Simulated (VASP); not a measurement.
Crystal: Li.

```xyz
1
Lattice="-1.7547 1.7547 1.7547 1.7547 -1.7547 1.7547 1.7547 1.7547 -1.7547" Properties=species:S:1:pos:R:3 pbc="T T T"
Li    0.0000    0.0000    0.0000
```

| Property | Result |
| --- | --- |
| Program | VASP 6.6.1 |
| Task | relaxation of cell and atoms |
| Functional | PBEsol |
| Potentials or basis | VASP PAW PBE potentials, release 64 (Li_sv) |
| Cutoff | 600 eV |
| k mesh | 11 × 11 × 11 |
| Occupations | methfessel-paxton, width 0.1 eV |
| Spin | no spin polarisation |

At the start: pressure -0.9 GPa; volume 21.61 Å³/atom.

Question: How do energy, volume and symmetry change on relaxing?

Answer: Over 4 steps the energy falls by 5.0 meV/atom and the volume is 19.97 Å³/atom (-7.6 %); space group Im-3m (No. 229, to 0.1 Å) before and after.

The path:
```tsv
step	energy change (eV)	largest force (eV/Å)	pressure (GPa)	volume (Å³)
1	0.0000	0.0000	-0.92	21.61
2	-0.0020	0.0000	-0.73	21.22
3	-0.0049	0.0000	-0.15	20.20
4	-0.0050	0.0000	0.01	19.97
```

Final structure:
```yaml
crystal:
  lattice:
    - [-1.70902, 1.70902, 1.70902]
    - [1.70902, -1.70902, 1.70902]
    - [1.70902, 1.70902, -1.70902]
  atoms:
    - { symbol: Li, position: [0.00000, 0.00000, 0.00000] }
```

Caveat: the cutoff is under 1.25 times the usual one of these potentials, so pressure, stress and relaxed cells hold a basis-set (Pulay) error; the PAW data sets were made with another functional, which shifts forces and pressure a little.
